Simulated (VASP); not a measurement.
Set up this calculation in VASP 6.6.1, as the native input.

```
Task                   : relaxation of cell and atoms
Functional             : PBE
Potentials or basis    : VASP PAW PBE potentials, release 64 (Os, N)
Cutoff                 : 600 eV
k mesh                 : 6 × 6 × 4
Occupations            : gaussian, width 0.1 eV
Spin                   : no spin polarisation
Dipole correction      : no
Further INCAR settings : ALGO = Normal; EDIFF = 1e-06; IBRION = 2; EDIFFG = -0.04; NSW = 90; ISIF = 3
```

The structure of Os3N lies in POSCAR:

```
Os3N
1.0
    5.1568584809      0.0000000000      0.0000000000
   -2.5784292405      4.4659704482      0.0000000000
    0.0000000000      0.0000000000      4.1391745946
Os N
6 2
Direct
    0.8330000000      0.6660000000      0.2500000000
    0.1670000000      0.8330000000      0.7500000000
    0.3340000000      0.1670000000      0.2500000000
    0.1670000000      0.3340000000      0.7500000000
    0.8330000000      0.1670000000      0.2500000000
    0.6660000000      0.8330000000      0.7500000000
    0.3333333333      0.6666666667      0.2500000000
    0.6666666667      0.3333333333      0.7500000000
```

One way to write it, as run:

INCAR

```
PREC = Accurate
ENCUT = 600
EDIFF = 1E-6
ISMEAR = 0
SIGMA = 0.1
LREAL = False
LASPH = True
NELM = 80
ALGO = Normal
ISIF = 3
LWAVE = False
LCHARG = False
GGA = PE
IBRION = 2
NSW = 90
EDIFFG = -0.04
```

KPOINTS

```
regular mesh
0
Gamma
  6 6 4
```

Potentials or basis: VASP PAW PBE potentials, release 64 (Os, N).

Command:

```bash
$ cat potpaw_PBE.64/Os/POTCAR potpaw_PBE.64/N/POTCAR > POTCAR
$ mpirun -np 1 vasp_std > vasp.out
```

Results of the run:

The relaxed volume is 13.35 Å³/atom. The relaxed cell is a = 6.766 Å, b = 6.766 Å, c = 2.693 Å, α = 90.00°, β = 90.00°, γ = 120.00°, the space group after relaxing (to 0.1 Å) is P6_3/mmc (No. 194) and the pressure after relaxing is 0.3 GPa. The largest force after relaxing is 0.033 eV/Å. The band gap on the k mesh is zero (bands 29 and 30 overlap by 1.62 eV).

Caveat: the k points lie up to 0.58 Å⁻¹ apart in the final cell, too coarse for converged energies and pressures of a metal; a cell axis changed by over 15 % at a fixed basis, so the end point is rough; spin-orbit coupling is left out, which moves the levels of the heavy elements.

Wall time 60 min on 1 thread of Oxide Virtual Turin-like Processor, on a shared host, peak memory 0.27 GiB.
